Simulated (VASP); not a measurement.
# Pd (Pm-3m) in VASP: further runs, part 2 of 2

VASP 6.6.1. Earlier steps stand in the parts before.

**3. Single point, revPBE, collinear spin, ferromagnetic start (volume scaled by 1.08)**

The input, INCAR:

```
SYSTEM = Pd
PREC = Accurate
ENCUT = 520
EDIFF = 1E-7
ISMEAR = -1
SIGMA = 0.05
LREAL = .False.
LASPH = .True.
NELM = 150
ALGO = Normal
ISIF = 2
LWAVE = .False.
LCHARG = .True.
ISPIN = 2
MAGMOM = 0.5
LORBIT = 11
LMAXMIX = 4
GGA = RE
LELF = .True.
LVHAR = .True.
NBANDS = 15
```

The input, KPOINTS:

```
regular mesh
0
Gamma
  13 13 13
  0 0 0
```

The input, POSCAR:

```
Pd
1.0
    2.7039889668      0.0000000000      0.0000000000
    0.0000000000      2.7039889668      0.0000000000
    0.0000000000      0.0000000000      2.7039889668
Pd
1
Direct
    0.0000000000      0.0000000000      0.0000000000
```

Potentials or basis: VASP PAW PBE potentials, release 64 (Pd).

The run is started by

```
$ cat potpaw_PBE.64/Pd/POTCAR > POTCAR
$ mpirun -np 1 vasp_std > vasp.out
```

OUTCAR:

```text
SYSTEM = Pd
   PREC = Accurate
   ENCUT = 520
   EDIFF = 1E-7
   ISMEAR = -1
   LREAL = .False.
   LASPH = .True.
   NELM = 150
   ISIF = 2
   ISPIN = 2
   LORBIT = 11
   GGA = RE

 ion  position               nearest neighbor table
   1  0.000  0.000  0.000-

  LATTYP: Found a simple cubic cell.
 ALAT       =     2.7039889668

  Lattice vectors:

 A1 = (   2.7039889668,   0.0000000000,   0.0000000000)
 A2 = (   0.0000000000,   2.7039889668,   0.0000000000)
 A3 = (   0.0000000000,   0.0000000000,   2.7039889668)

Analysis of symmetry for initial positions (statically):
=====================================================================
 Subroutine PRICEL returns:
 Original cell was already a primitive cell.

 Routine SETGRP: Setting up the symmetry group for a
 simple cubic supercell.

 Subroutine GETGRP returns: Found 48 space group operations
 (whereof 48 operations were pure point group operations)
 out of a pool of 48 trial point group operations.

The static configuration has the point symmetry O_h .

Analysis of symmetry for dynamics (positions and initial velocities):
=====================================================================
 Subroutine PRICEL returns:
 Original cell was already a primitive cell.

 Routine SETGRP: Setting up the symmetry group for a
 simple cubic supercell.

 Subroutine GETGRP returns: Found 48 space group operations
 (whereof 48 operations were pure point group operations)
 out of a pool of 48 trial point group operations.

The dynamic configuration has the point symmetry O_h .

Analysis of structural, dynamic, and magnetic symmetry:
=====================================================================
 Subroutine PRICEL returns:
 Original cell was already a primitive cell.

 Routine SETGRP: Setting up the symmetry group for a
 simple cubic supercell.

 Subroutine GETGRP returns: Found 48 space group operations
 (whereof 48 operations were pure point group operations)
 out of a pool of 48 trial point group operations.

[... 164 lines left out ...]
      5       5.8734      0.66135
      6       5.8734      0.66135
      7      21.6317      0.00000
      8      21.6317      0.00000
      9      21.6317      0.00000
     10      27.3342      0.00000
     11      27.3342      0.00000
     12      27.4923      0.00000
     13      33.3762      0.00000
     14      34.8559      0.00000
[... 403 lines left out ...]
      4       4.9362      1.00000
      5       5.1615      1.00000
      6       7.5940      0.00000
      7      13.1081      0.00000
      8      17.8006      0.00000
      9      22.0643      0.00000
     10      27.1288      0.00000
     11      28.9442      0.00000
     12      30.2948      0.00000
     13      32.8177      0.00000
     14      33.3074      0.00000
     15      36.1860      0.00000

 [... further k-points ...]

 spin component 2

 k-point     1 :       0.0000    0.0000    0.0000
  band No.  band energies     occupation
      1       0.6817      1.00000
      2       2.0826      1.00000
      3       2.0826      1.00000
      4       5.8738      0.65955
      5       5.8738      0.65955
      6       5.8738      0.65955
      7      21.6318      0.00000
      8      21.6318      0.00000
      9      21.6318      0.00000
     10      27.3342      0.00000
     11      27.3342      0.00000
     12      27.4922      0.00000
     13      33.3768      0.00000
     14      34.8560      0.00000
[... 403 lines left out ...]
      4       4.9365      1.00000
      5       5.1619      1.00000
      6       7.5941      0.00000
      7      13.1081      0.00000
      8      17.8006      0.00000
      9      22.0643      0.00000
     10      27.1288      0.00000
     11      28.9443      0.00000
     12      30.2948      0.00000
     13      32.8178      0.00000
     14      33.3081      0.00000
     15      36.1860      0.00000

 [... further k-points ...]

------------------------ aborting loop because EDIFF is reached ----------------------------------------

  FORCE on cell =-STRESS in cart. coord.  units (eV):
  Direction    XX          YY          ZZ          XY          YZ          ZX
  --------------------------------------------------------------------------------------
  -------------------------------------------------------------------------------------
  Total       -0.8780094     -0.8780094     -0.8780094      0.0000000     -0.0000000     -0.0000000
  in kB      -71.1532893    -71.1532893    -71.1532893      0.0000000     -0.0000000     -0.0000000
  external PRESSURE =     -71.1532893 kB  Pullay stress =       0.0000000 kB

 VOLUME and BASIS-vectors are now :
 -----------------------------------------------------------------------------
  energy-cutoff  :      520.00
  volume of cell :       19.77
      direct lattice vectors                 reciprocal lattice vectors
     2.703988967  0.000000000  0.000000000     0.369823994  0.000000000  0.000000000
     0.000000000  2.703988967  0.000000000     0.000000000  0.369823994  0.000000000
     0.000000000  0.000000000  2.703988967     0.000000000  0.000000000  0.369823994

 POSITION                                       TOTAL-FORCE (eV/Angst)
 -----------------------------------------------------------------------------------
      0.00000      0.00000      0.00000         0.000000      0.000000      0.000000
 -----------------------------------------------------------------------------------
    total drift:                               -0.000000     -0.000000     -0.000000

  FREE ENERGIE OF THE ION-ELECTRON SYSTEM (eV)
  ---------------------------------------------------
  free  energy   TOTEN  =        -4.2393768628 eV

  energy  without entropy=       -4.2257733201  energy(sigma->0) =       -4.23257509

 total charge

# of ion       s       p       d       tot
------------------------------------------
    1        0.441   0.261   8.500   9.202

 magnetization (x)

# of ion       s       p       d       tot
------------------------------------------
    1        0.000  -0.000   0.000   0.000
```

stdout:

```text
POSCAR found type information on POSCAR Pd
 POSCAR found :  1 types and       1 ions
 scaLAPACK will be used
 -----------------------------------------------------------------------------
|                                                                             |
|                                                                             |
|     You enforced a specific xc type in the INCAR file but a different       |
|     I HOPE YOU KNOW WHAT YOU ARE DOING!                                     |
|                                                                             |
 -----------------------------------------------------------------------------

 LDA part: xc-table for (Slater+PW92), standard interpolation
 POSCAR, INCAR and KPOINTS ok, starting setup
 FFT: planning ... GRIDC
 FFT: planning ... GRID_SOFT
 FFT: planning ... GRID
 WAVECAR not read
 entering main loop
```

Wall time 89 s (1 thread of AMD EPYC 7R13, shared host); peak memory 0.13 GiB.

What came out:

```
Free energy                                           : -4.2394 eV
Pressure                                              : -7.1 GPa
Band gap on the k mesh                                : zero (filled and empty bands overlap)
Net moment                                            : 0.00 μB per cell
Valence electrons inside the program's atomic spheres : Pd 9.20
```

Levels at points of the mesh, in eV from the Fermi level:
Spin up:
```
           k point  band 1  band 2  band 3  band 4  band 5  band 6  band 7  band 8  band 9  band 10
(0.00, 0.00, 0.00)   -5.23   -3.82   -3.82   -0.03   -0.03   -0.03   15.72   15.72   15.72    21.43
```
Spin down:
```
           k point  band 1  band 2  band 3  band 4  band 5  band 6  band 7  band 8  band 9  band 10
(0.00, 0.00, 0.00)   -5.23   -3.82   -3.82   -0.03   -0.03   -0.03   15.72   15.72   15.72    21.43
```

Caveat: the cell differs from its parent crystal (volume scaled by 1.08); the PAW data sets were made with another functional, which shifts forces and pressure a little.

**4. Single point, revPBE, collinear spin, ferromagnetic start (volume scaled by 1.12)**

The input, INCAR:

```
SYSTEM = Pd
PREC     = Accurate       ! precision mode
ENCUT    = 520            ! plane-wave cutoff, eV
EDIFF    = 1E-6           ! SCF threshold, eV
ISMEAR   = -1             ! smearing method
SIGMA    = 0.05           ! smearing width, eV
LREAL    = .False.        ! projectors in reciprocal space
LASPH    = .True.         ! aspherical terms in the spheres
NELM     = 150            ! most SCF steps
ALGO     = Normal         ! electronic algorithm
ISIF     = 2              ! what is computed and relaxed
LWAVE    = .False.        ! write WAVECAR
LCHARG   = .False.        ! write CHGCAR
ISPIN    = 2              ! spin polarisation
MAGMOM   = 0.5            ! initial moments
LORBIT   = 11             ! projections on sites
LMAXMIX  = 4              ! l up to which the mixer works
GGA      = RE             ! functional
NBANDS   = 15             ! bands
```

KPOINTS is that of step 3.

The input, POSCAR:

```
Pd
1.0
    2.7369676922      0.0000000000      0.0000000000
    0.0000000000      2.7369676922      0.0000000000
    0.0000000000      0.0000000000      2.7369676922
Pd
1
Direct
    0.0000000000      0.0000000000      0.0000000000
```

The run is started by

```
$ cat potpaw_PBE.64/Pd/POTCAR > POTCAR
$ mpirun -np 1 vasp_std > vasp.out
```

Wall time 84 s (1 thread of AMD EPYC 7R13, shared host); peak memory 0.13 GiB.

It converged, with:

```
Free energy                                           : -4.2020 eV
Pressure                                              : -9.3 GPa
Band gap on the k mesh                                : zero (filled and empty bands overlap)
Net moment                                            : 0.00 μB per cell
Valence electrons inside the program's atomic spheres : Pd 9.16
```

Levels at points of the mesh, in eV from the Fermi level:
Spin up:
```csv
k point,band 2,band 3,band 4,band 5,band 6,band 7,band 8,band 9
"(0.00, 0.00, 0.00)",-3.62,-3.62,-0.04,-0.04,-0.04,15.46,15.46,15.46
```
Spin down:
```tsv
k point	band 3	band 4	band 5	band 6	band 7	band 8
(0.00, 0.00, 0.00)	-3.62	-0.04	-0.04	-0.04	15.46	15.46
```

Caveat: the cell differs from its parent crystal (volume scaled by 1.12); the PAW data sets were made with another functional, which shifts forces and pressure a little.

**5. Relaxation of cell and atoms, revPBE, collinear spin, ferromagnetic start**

This run uses another cell than the first one, of 15.89 Å³/atom, 0.835 times its volume.

The input, INCAR:

```
SYSTEM = Pd
  ALGO = Normal
  EDIFF = 1E-6
  EDIFFG = -0.01
  ENCUT = 600
  GGA = RE
  IBRION = 2
  ISIF = 3
  ISMEAR = -1
  ISPIN = 2
  LASPH = .TRUE.
  LCHARG = .FALSE.
  LMAXMIX = 4
  LORBIT = 11
  LREAL = .FALSE.
  LWAVE = .FALSE.
  MAGMOM = 0.5
  NELM = 150
  NSW = 80
  PREC = Accurate
  SIGMA = 0.05
```

The input, KPOINTS:

```
k-points
0
G
  12 12 12
  0 0 0
```

The input, POSCAR:

```
Pd
1.0
    2.5140960172      0.0000000000      0.0000000000
    0.0000000000      2.5140960172      0.0000000000
    0.0000000000      0.0000000000      2.5140960172
Pd
1
Direct
    0.0000000000      0.0000000000      0.0000000000
```

The run is started by

```
$ cat potpaw_PBE.64/Pd/POTCAR > POTCAR
$ mpirun -np 1 vasp_std > vasp.out
```

It took 2.8 min on 1 thread of AMD EPYC 7R13, shared host; peak memory 0.12 GiB.

The run converged. Its results:

| Property | Result |
| --- | --- |
| Free energy | -4.2742 eV |
| Relaxed volume | 18.24 Å³/atom |
| Relaxed cell | a = 2.632 Å, b = 2.632 Å, c = 2.632 Å, α = 90.00°, β = 90.00°, γ = 90.00° |
| Space group after relaxing (to 0.05 Å) | Pm-3m (No. 221) |
| Energy gained by relaxing | 140.4 meV/atom |
| Ionic steps | 17 |
| Pressure after relaxing | 0.1 GPa |
| Band gap on the k mesh | zero (filled and empty bands overlap) |
| Net moment | 0.00 μB per cell |
| Valence electrons inside the program's atomic spheres | Pd 9.31 |

Step by step:
| step | energy change (eV) | largest force (eV/Å) | pressure (GPa) | volume (Å³) |
| --- | --- | --- | --- | --- |
| 1 | 0.0000 | 0.0000 | 22.03 | 15.89 |
| 2 | -0.0065 | 0.0000 | -11.12 | 21.46 |
| 3 | -0.1403 | 0.0000 | -0.44 | 18.33 |
| 4 | -0.1404 | 0.0000 | -0.12 | 18.27 |
| 5 | -0.1404 | 0.0000 | 0.19 | 18.22 |
| 6 | -0.1404 | 0.0000 | 0.18 | 18.22 |
| 7 | -0.1404 | 0.0000 | 0.17 | 18.22 |
| 8 | -0.1404 | 0.0000 | 0.17 | 18.22 |
| 9 | -0.1404 | 0.0000 | 0.17 | 18.22 |
| 10 | -0.1404 | 0.0000 | 0.17 | 18.22 |
| 11 | -0.1404 | 0.0000 | 0.17 | 18.22 |
| 12 | -0.1404 | 0.0000 | 0.17 | 18.22 |
| 13 | -0.1404 | 0.0000 | 0.16 | 18.22 |
| 14 | -0.1404 | 0.0000 | 0.16 | 18.22 |
| 15 | -0.1404 | 0.0000 | 0.15 | 18.23 |
| 16 | -0.1404 | 0.0000 | 0.13 | 18.23 |
| 17 | -0.1404 | 0.0000 | 0.08 | 18.24 |

Final structure:
```xyz
1
Lattice="2.6321 0.0000 0.0000 0.0000 2.6321 0.0000 0.0000 0.0000 2.6321" Properties=species:S:1:pos:R:3 pbc="T T T"
Pd    0.0000    0.0000    0.0000
```

Levels at points of the mesh, in eV from the Fermi level:
Spin up:
```
           k point  band 3  band 4  band 5  band 6  band 7  band 8
(0.00, 0.00, 0.00)   -4.28    0.02    0.02    0.02   16.33   16.33
(0.50, 0.00, 0.00)   -1.44   -1.44    0.15    0.55    4.74   18.26
(0.50, 0.50, 0.00)   -1.17   -1.17    1.11    5.56    5.56   11.23
(0.50, 0.50, 0.50)   -3.65    1.20    1.20   11.04   11.04   11.04
```
Spin down:
```
           k point  band 1  band 2  band 3  band 4  band 5  band 6  band 7  band 8  band 9
(0.00, 0.00, 0.00)   -5.72   -4.28   -4.28    0.02    0.02    0.02   16.33   16.33   16.33
(0.50, 0.00, 0.00)   -3.83   -3.69   -1.44   -1.44    0.15    0.55    4.74   18.26   21.00
(0.50, 0.50, 0.00)   -4.46   -3.21   -1.17   -1.17    1.11    5.56    5.56   11.23   12.17
(0.50, 0.50, 0.50)   -3.65   -3.65   -3.65    1.20    1.20   11.04   11.04   11.04   11.12
```

Caveat: the PAW data sets were made with another functional, which shifts forces and pressure a little.

**6. Single point, revPBE, collinear spin, ferromagnetic start**

This run uses another cell than the first one, of 18.31 Å³/atom, 0.962 times its volume.

The input, INCAR:

```
SYSTEM = Pd
PREC = Accurate
ENCUT = 520
EDIFF = 1E-7
ISMEAR = -1
SIGMA = 0.05
LREAL = .False.
LASPH = .True.
NELM = 150
ALGO = Normal
ISIF = 2
LWAVE = .False.
LCHARG = .False.
ISPIN = 2
MAGMOM = 0.5
LORBIT = 11
LMAXMIX = 4
GGA = RE
NBANDS = 15
```

The input, KPOINTS:

```
Automatic mesh
0
Gamma
  19 19 19
  0 0 0
```

The input, POSCAR:

```
Pd
1.0
    2.6355039010      0.0000000000      0.0000000000
    0.0000000000      2.6355039010      0.0000000000
    0.0000000000      0.0000000000      2.6355039010
Pd
1
Direct
    0.0000000000      0.0000000000      0.0000000000
```

Potentials or basis: VASP PAW PBE potentials, release 64 (Pd).

The run is started by

```
$ cat potpaw_PBE.64/Pd/POTCAR > POTCAR
$ mpirun -np 1 vasp_std > vasp.out
```

Run time: 2.1 min. Hardware: 1 thread of AMD EPYC 7R13, shared host; peak memory 0.17 GiB.

The run converged. Its results:

* Free energy: -4.2728 eV
* Pressure: -0.3 GPa
* Band gap on the k mesh: zero (filled and empty bands overlap)
* Net moment: 0.00 μB per cell
* Valence electrons inside the program's atomic spheres: Pd 9.31

Levels at points of the mesh, in eV from the Fermi level:
Spin up:
| k point | band 1 | band 2 | band 3 | band 4 | band 5 | band 6 | band 7 | band 8 | band 9 | band 10 |
| --- | --- | --- | --- | --- | --- | --- | --- | --- | --- | --- |
| (0.00, 0.00, 0.00) | -5.72 | -4.29 | -4.29 | -0.02 | -0.02 | -0.02 | 16.27 | 16.27 | 16.27 | 22.39 |
Spin down:
```tsv
k point	band 1	band 2	band 3	band 4	band 5	band 6	band 7	band 8	band 9	band 10
(0.00, 0.00, 0.00)	-5.72	-4.29	-4.29	-0.01	-0.01	-0.01	16.27	16.27	16.27	22.39
```

Caveat: the PAW data sets were made with another functional, which shifts forces and pressure a little.

**7. Summary**

```tsv
task	cell	k mesh	cutoff (eV)	gap on the mesh (eV)	pressure (GPa)	moment (μB)
single point	a = 2.670 Å, 1 atom	13 × 13 × 13	520	none	-4.2	0.00
single point	a = 2.704 Å, 1 atom	13 × 13 × 13	520	none	-7.1	0.00
single point	a = 2.737 Å, 1 atom	13 × 13 × 13	520	none	-9.3	0.00
relaxation of cell and atoms	relaxed from a = 2.514 Å, 1 atom	12 × 12 × 12	600	none	0.1	0.00
single point	a = 2.636 Å, 1 atom	19 × 19 × 19	520	none	-0.3	0.00
```

Alike in all rows: level revPBE; potentials or basis VASP PAW PBE potentials, release 64 (Pd); spin collinear, ferromagnetic start; smearing fermi-dirac 0.05 eV.

Caveats: the PAW data sets were made with another functional, which shifts forces and pressure a little.

Absolute energies hang on the potentials; compare differences alone.
